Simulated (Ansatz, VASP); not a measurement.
## Two plane-wave programs on Sn3C

```
Sn C
1.0
     4.49873    0.00000    0.00000
     0.00000    4.49873    0.00000
     0.00000    0.00000    4.49873
Sn C
3 1
Direct
  0.00000 0.50000 0.50000
  0.50000 0.00000 0.50000
  0.50000 0.50000 0.00000
  0.00000 0.00000 0.00000
```

Change from the starting cell: species swapped into the LaNd3 type (Pm-3m, No. 221).

Alike in both runs: task relaxation of cell and atoms; functional PBE; k mesh 10 × 10 × 10; occupations gaussian, width 0.1 eV; no spin polarisation.

```csv
,VASP,Ansatz
version,VASP 6.6.1,Ansatz 0.2.0
potentials or method,"VASP PAW PBE potentials, release 64 (Sn_d, C), cutoff 600 eV","scalar-relativistic, plane waves, PAW"
valence electrons in the cell,46,46
```

```tsv
	VASP	Ansatz	Ansatz less VASP
gap on the k mesh at the Fermi level, each at its own relaxed structure (eV)	none	none	-
relaxed volume (Å³/atom)	22.33	22.35	+0.020
relaxed length of the cell vector where the two differ most in proportion (Å)	4.470	4.471	+0.0013
```

A gap of «none» marks a metal or a gap that the smearing closes.
